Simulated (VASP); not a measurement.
# InP (Fm-3m) in VASP: a series of runs

Runs on InP. Level: PBEsol. Tasks: single point.

Program: VASP 6.6.1. These are calculated values, not measurements. Logs are shortened: lines on timing, memory, paths and dates and some standing lists are left out, and cuts for length are marked.

## Step 1: The cell of the first run

It takes space group Fm-3m (No. 225, cubic). The conventional cell has a = 5.785 Å, b = 5.785 Å, c = 5.785 Å, α = 90.00°, β = 90.00°, γ = 90.00°. Within 3.8 Å of In (site symmetry m-3m) lie 6 P at 2.89 Å. Within 3.8 Å of P (site symmetry m-3m) lie 6 In at 2.89 Å.

## Step 2: Single point, PBEsol (volume scaled by 1.04)

File INCAR:

```
  ALGO = Normal
  EDIFF = 1E-6
  ENCUT = 520
  GGA = PS
  ISIF = 2
  ISMEAR = -1
  LASPH = T
  LCHARG = F
  LREAL = F
  LWAVE = F
  NBANDS = 16
  NELM = 60
  PREC = Accurate
  SIGMA = 0.03
```

File KPOINTS:

```
k-points
0
Gamma
  11 11 11
```

File POSCAR:

```
InP
1.0
    0.0000000000      2.8925700979      2.8925700979
    2.8925700979      0.0000000000      2.8925700979
    2.8925700979      2.8925700979      0.0000000000
In P
1 1
Direct
    0.0000000000      0.0000000000      0.0000000000
    0.5000000000      0.5000000000      0.5000000000
```

Potentials or basis: VASP PAW PBE potentials, release 64 (In_d, P).

Run with:

```sh
> cat potpaw_PBE.64/In_d/POTCAR potpaw_PBE.64/P/POTCAR > POTCAR
> mpirun -np 1 vasp_std > vasp.out
```

OUTCAR:

```text
EDIFF = 1E-6
   ENCUT = 520
   GGA = PS
   ISIF = 2
   ISMEAR = -1
   LASPH = T
   LREAL = F
   NELM = 60
   PREC = Accurate

 ion  position               nearest neighbor table
   1  0.000  0.000  0.000-   2 2.89   2 2.89   2 2.89   2 2.89   2 2.89   2 2.89
   2  0.500  0.500  0.500-   1 2.89   1 2.89   1 2.89   1 2.89   1 2.89   1 2.89

  LATTYP: Found a face centered cubic cell.
 ALAT       =     5.7851401958

  Lattice vectors:

 A1 = (   0.0000000000,   2.8925700979,   2.8925700979)
 A2 = (   2.8925700979,   0.0000000000,   2.8925700979)
 A3 = (   2.8925700979,   2.8925700979,   0.0000000000)

Analysis of symmetry for initial positions (statically):
=====================================================================
 Subroutine PRICEL returns:
 Original cell was already a primitive cell.

 Routine SETGRP: Setting up the symmetry group for a
 face centered cubic supercell.

 Subroutine GETGRP returns: Found 48 space group operations
 (whereof 48 operations were pure point group operations)
 out of a pool of 48 trial point group operations.

The static configuration has the point symmetry O_h .

Analysis of symmetry for dynamics (positions and initial velocities):
=====================================================================
 Subroutine PRICEL returns:
 Original cell was already a primitive cell.

 Routine SETGRP: Setting up the symmetry group for a
 face centered cubic supercell.

 Subroutine GETGRP returns: Found 48 space group operations
 (whereof 48 operations were pure point group operations)
 out of a pool of 48 trial point group operations.

The dynamic configuration has the point symmetry O_h .

 Subroutine INISYM returns: Found 48 space group operations
 (whereof 48 operations are pure point group operations),
 and found     1 'primitive' translations

----------------------------------------------------------------------------------------

                                     Primitive cell

  volume of cell :      48.4040

  direct lattice vectors                    reciprocal lattice vectors
     0.000000000  2.892570098  2.892570098    -0.172856658  0.172856658  0.172856658
     2.892570098  0.000000000  2.892570098     0.172856658 -0.172856658  0.172856658
     2.892570098  2.892570098  0.000000000     0.172856658  0.172856658 -0.172856658

  length of vectors
     4.090711863  4.090711863  4.090711863     0.299396514  0.299396514  0.299396514

  position of ions in fractional coordinates (direct lattice)
     0.000000000  0.000000000  0.000000000
     0.500000000  0.500000000  0.500000000

  ion indices of the primitive-cell ions
   primitive index   ion index
                 1           1
                 2           2

----------------------------------------------------------------------------------------

 KPOINTS: k-points

Automatic generation of k-mesh.
 Grid dimensions read from file:
 generate k-points for:   11   11   11

 Generating k-lattice:

  Cartesian coordinates                     Fractional coordinates (reciprocal lattice)
    -0.015714242  0.015714242  0.015714242     0.090909091  0.000000000  0.000000000
     0.015714242 -0.015714242  0.015714242     0.000000000  0.090909091  0.000000000
     0.015714242  0.015714242 -0.015714242     0.000000000  0.000000000  0.090909091

  Length of vectors
     0.027217865  0.027217865  0.027217865

  Shift w.r.t. Gamma in fractional coordinates (k-lattice)
     0.000000000  0.000000000  0.000000000

 Subroutine IBZKPT returns following result:
 ===========================================

 Found     56 irreducible k-points:

 Following reciprocal coordinates:
            Coordinates               Weight
  0.000000  0.000000  0.000000      1.000000
  0.090909  0.000000  0.000000      8.000000
  0.181818  0.000000  0.000000      8.000000
  0.272727  0.000000  0.000000      8.000000
  0.363636  0.000000  0.000000      8.000000
  0.454545  0.000000  0.000000      8.000000
[... 16 lines left out ...]
 -0.272727  0.181818  0.000000     24.000000
 -0.181818  0.181818  0.000000     12.000000
 [... further k-points ...]
   k-points           NKPTS =     56   k-points in BZ     NKDIM =     56   number of bands    NBANDS=     16
   number of dos      NEDOS =    301   number of ions     NIONS =      2
   total plane-waves  NPLWV =  27000
   dimension x,y,z NGX =    30 NGY =   30 NGZ =   30
   dimension x,y,z NGXF=    60 NGYF=   60 NGZF=   60
   ions per type =               1   1
   NGX,Y,Z   is equivalent  to a cutoff of  12.19, 12.19, 12.19 a.u.
   NGXF,Y,Z  is equivalent  to a cutoff of  24.38, 24.38, 24.38 a.u.
 SYSTEM =  unknown system
   PREC   = accura    normal or accurate (medium, high low for compatibility)
   ISTART =      0    job   : 0-new  1-cont  2-samecut
   ICHARG =      2    charge: 1-file 2-atom 10-const
   ISPIN  =      1    spin polarized calculation?
   LNONCOLLINEAR =      F non collinear calculations
   LSORBIT =      F    spin-orbit coupling
   LASPH  =      T    aspherical Exc in radial PAW
   ENCUT  =  520.0 eV  38.22 Ry    6.18 a.u.   7.61  7.61  7.61*2*pi/ulx,y,z
   NELM   =     60;   NELMIN=  2; NELMDL= -5     # of ELM steps
   EDIFF  = 0.1E-05   stopping-criterion for ELM
   LREAL  =      F    real-space projection
   EDIFFG = 0.1E-04   stopping-criterion for IOM
   NSW    =      0    number of steps for IOM
   IBRION =     -1    ionic relax: 0-MD 1-quasi-New 2-CG
   NFREE  =      0    steps in history (QN), initial steepest desc. (CG)
   ISIF   =      2    stress and relaxation
   ISYM   =      2    0-nonsym 1-usesym 2-fastsym
   POTIM  = 0.5000    time-step for ionic-motion
   TEBEG  =    0.0;   TEEND  =   0.0 temperature during run
   PSTRESS=    0.0 pullay stress
   NELECT =      18.0000    total number of electrons
   NUPDOWN=      -1.0000    fix difference up-down
   EMIN   =  10.00;   EMAX   =-10.00  energy-range for DOS
   EFERMI =   0.00;   METHOD = LEGACY
   ISMEAR =    -1;   SIGMA  =   0.03  broadening in eV -4-tet -1-fermi 0-gaus
   EFERMI_NEDOS =   21; number of points for ismear=-14 and -15
   IALGO  =     38    algorithm
   IMIX   =      4    mixing-type and parameters
     AMIX     =   0.40;   BMIX     =  1.00
     AMIX_MAG =   1.60;   BMIX_MAG =  1.00
  volume/ion in A,a.u.               =      24.20       163.32
  Fermi-wavevector in a.u.,A,eV,Ry     =   1.177258  2.224696 18.856820  1.385937
  Thomas-Fermi vector in A             =   2.313608
   LORBIT       =      0    0 simple, 1 ext, 2 COOP (PROOUT), +10 PAW based schemes
   GGA     = PS    functional components
   LHFCALC =     F    Hartree Fock is set to
   AEXX    =    0.0000 exact exchange contribution
   IVDW    =     0    specifies the selected vdW correction
   LEPSILON=     F    determine dielectric tensor
   LRPA    =     F    only Hartree local field effects (RPA)
 non-spin polarized calculation
  energy-cutoff  :      520.00
  volume of cell :       48.40
 maximum number of plane-waves:      1321
   NGX = 15   NGY = 15   NGZ = 15

 number of electron      18.0000007 magnetization

 Free energy of the ion-electron system (eV)
  ---------------------------------------------------
  ext. energy  EPLUGINS =         0.00000000
  ---------------------------------------------------
  free energy    TOTEN  =        -8.52658114 eV

  energy without entropy =       -8.52380003  energy(sigma->0) =       -8.52519058

 E-fermi :   5.3922     XC(G=0):  -9.9638

 val. band max:        5.3764102747   @ k =  -0.4545   0.0909   0.0000
 cond. band min:       5.4376288269   @ k =  -0.0909   0.0909   0.0000
 fundamental gap:      0.0612185522
 Fermi energy:         5.3922220453

 k-point     1 :       0.0000    0.0000    0.0000
  band No.  band energies     occupation
      1      -8.5796      2.00000
      2      -8.5796      2.00000
      3      -8.5656      2.00000
      4      -8.5656      2.00000
      5      -8.5656      2.00000
      6      -5.7090      2.00000
[... 8 lines left out ...]
     15      13.0520      0.00000
     16      13.0520      0.00000

 k-point     2 :       0.0909    0.0000    0.0000
  band No.  band energies     occupation
      1      -8.5819      2.00000
      2      -8.5819      2.00000
      3      -8.5655      2.00000
      4      -8.5622      2.00000
      5      -8.5622      2.00000
      6      -5.6209      2.00000
[... 8 lines left out ...]
     15      12.8623      0.00000
     16      13.1917      0.00000

 k-point     3 :       0.1818    0.0000    0.0000
  band No.  band energies     occupation
      1      -8.5897      2.00000
      2      -8.5897      2.00000
      3      -8.5655      2.00000
      4      -8.5512      2.00000
      5      -8.5512      2.00000
      6      -5.3627      2.00000
[... 8 lines left out ...]
     15      13.3234      0.00000
     16      13.3234      0.00000

 k-point     4 :       0.2727    0.0000    0.0000
  band No.  band energies     occupation
      1      -8.6006      2.00000
      2      -8.6006      2.00000
      3      -8.5661      2.00000
      4      -8.5360      2.00000
      5      -8.5360      2.00000
      6      -4.9585      2.00000
[... 8 lines left out ...]
     15      14.1363      0.00000
     16      14.1363      0.00000

 k-point     5 :       0.3636    0.0000    0.0000
  band No.  band energies     occupation
      1      -8.6109      2.00000
      2      -8.6109      2.00000
      3      -8.5671      2.00000
      4      -8.5218      2.00000
      5      -8.5218      2.00000
      6      -4.4749      2.00000
[... 8 lines left out ...]
     15      15.1835      0.00000
     16      15.1835      0.00000

 k-point     6 :       0.4545    0.0000    0.0000
  band No.  band energies     occupation
      1      -8.6170      2.00000
      2      -8.6170      2.00000
      3      -8.5679      2.00000
      4      -8.5133      2.00000
      5      -8.5133      2.00000
      6      -4.0869      2.00000
[... 8 lines left out ...]
     15      16.2141      0.00000
     16      16.2141      0.00000
[... 267 lines left out ...]
 k-point    21 :      -0.4545    0.1818    0.0000
  band No.  band energies     occupation
      1      -8.6564      2.00000
      2      -8.6000      2.00000
      3      -8.5592      2.00000
      4      -8.5265      2.00000
      5      -8.5094      2.00000
      6      -3.7611      2.00000
[... 8 lines left out ...]
     15      16.2380      0.00000
     16      16.5726      0.00000

 k-point    22 :      -0.3636    0.1818    0.0000
  band No.  band energies     occupation
      1      -8.6435      2.00000
      2      -8.6051      2.00000
      3      -8.5555      2.00000
      4      -8.5275      2.00000
      5      -8.5175      2.00000
      6      -3.9155      2.00000
[... 8 lines left out ...]
     15      15.0380      0.00000
     16      16.2019      0.00000

 k-point    23 :      -0.2727    0.1818    0.0000
  band No.  band energies     occupation
      1      -8.6249      2.00000
      2      -8.6057      2.00000
      3      -8.5577      2.00000
      4      -8.5302      2.00000
      5      -8.5286      2.00000
      6      -4.3490      2.00000
[... 8 lines left out ...]
     15      14.9738      0.00000
     16      17.1444      0.00000

 k-point    24 :      -0.1818    0.1818    0.0000
  band No.  band energies     occupation
      1      -8.6062      2.00000
      2      -8.6026      2.00000
      3      -8.5626      2.00000
      4      -8.5422      2.00000
      5      -8.5322      2.00000
      6      -4.8082      2.00000
[... 8 lines left out ...]
     15      14.7797      0.00000
     16      16.0071      0.00000

 [... further k-points ...]
[... 5 lines left out ...]
  --------------------------------------------------------------------------------------
  -------------------------------------------------------------------------------------
  Total       -2.9124392     -2.9124392     -2.9124392     -0.0000000      0.0000000     -0.0000000
  in kB      -96.4019423    -96.4019423    -96.4019423     -0.0000000      0.0000000     -0.0000000
  external PRESSURE =     -96.4019423 kB  Pullay stress =       0.0000000 kB

 VOLUME and BASIS-vectors are now :
 -----------------------------------------------------------------------------
  energy-cutoff  :      520.00
  volume of cell :       48.40
      direct lattice vectors                 reciprocal lattice vectors
     0.000000000  2.892570098  2.892570098    -0.172856658  0.172856658  0.172856658
     2.892570098  0.000000000  2.892570098     0.172856658 -0.172856658  0.172856658
     2.892570098  2.892570098  0.000000000     0.172856658  0.172856658 -0.172856658

 POSITION                                       TOTAL-FORCE (eV/Angst)
 -----------------------------------------------------------------------------------
      0.00000      0.00000      0.00000         0.000000      0.000000     -0.000000
      2.89257      2.89257      2.89257         0.000000     -0.000000      0.000000
 -----------------------------------------------------------------------------------
    total drift:                               -0.000000      0.000000      0.000000

  FREE ENERGIE OF THE ION-ELECTRON SYSTEM (eV)
  ---------------------------------------------------
  free  energy   TOTEN  =        -8.5265811413 eV

  energy  without entropy=       -8.5238000254  energy(sigma->0) =       -8.52519058
```

It took 41 s on 1 thread of Intel Xeon Platinum 8259CL at 2.50GHz (Skylake/Cascade Lake), shared host; peak memory 0.19 GiB.

What came out:

```yaml
Free_energy: -8.5266 eV
Pressure: -9.6 GPa
Band_gap_on_the_k_mesh: zero (band 9 reaches 5.71 eV, above the bottom of band 10 at 3.50 eV)
```

Caveat: the PAW data sets were made with another functional, which shifts forces and pressure a little; spin-orbit coupling is left out, which moves the levels of the heavy elements.

## Step 3: Single point, PBEsol (volume scaled by 1.06)

File INCAR:

```
PREC = Accurate
ENCUT = 520
EDIFF = 1E-7
ISMEAR = -1
SIGMA = 0.03
LREAL = False
LASPH = True
NELM = 80
ALGO = Normal
ISIF = 2
LWAVE = False
LCHARG = False
GGA = PS
NBANDS = 16
```

File KPOINTS:

```
regular mesh
0
Gamma
  11 11 11
```

File POSCAR:

```
InP
1.0
    0.0000000000      2.9109946080      2.9109946080
    2.9109946080      0.0000000000      2.9109946080
    2.9109946080      2.9109946080      0.0000000000
In P
1 1
Direct
    0.0000000000      0.0000000000      0.0000000000
    0.5000000000      0.5000000000      0.5000000000
```

Potentials or basis: VASP PAW PBE potentials, release 64 (In_d, P).

Run with:

```sh
> cat potpaw_PBE.64/In_d/POTCAR potpaw_PBE.64/P/POTCAR > POTCAR
> mpirun -np 1 vasp_std > vasp.out
```

Wall time 38 s (1 thread of Intel Xeon Platinum 8259CL at 2.50GHz (Skylake/Cascade Lake), shared host); peak memory 0.19 GiB.

Results (log left out):

* Free energy: -8.4692 eV
* Pressure: -10.2 GPa
* Band gap on the k mesh: zero (band 9 reaches 5.50 eV, above the bottom of band 10 at 3.35 eV)

Levels at points of the mesh, in eV from the Fermi level:
```
           k point  band 6  band 7  band 8  band 9  band 10  band 11  band 12  band 13
(0.00, 0.00, 0.00)  -10.98   -0.59   -0.15   -0.15    -0.15     7.04     7.04     7.04
```

Caveat: the PAW data sets were made with another functional, which shifts forces and pressure a little; spin-orbit coupling is left out, which moves the levels of the heavy elements.
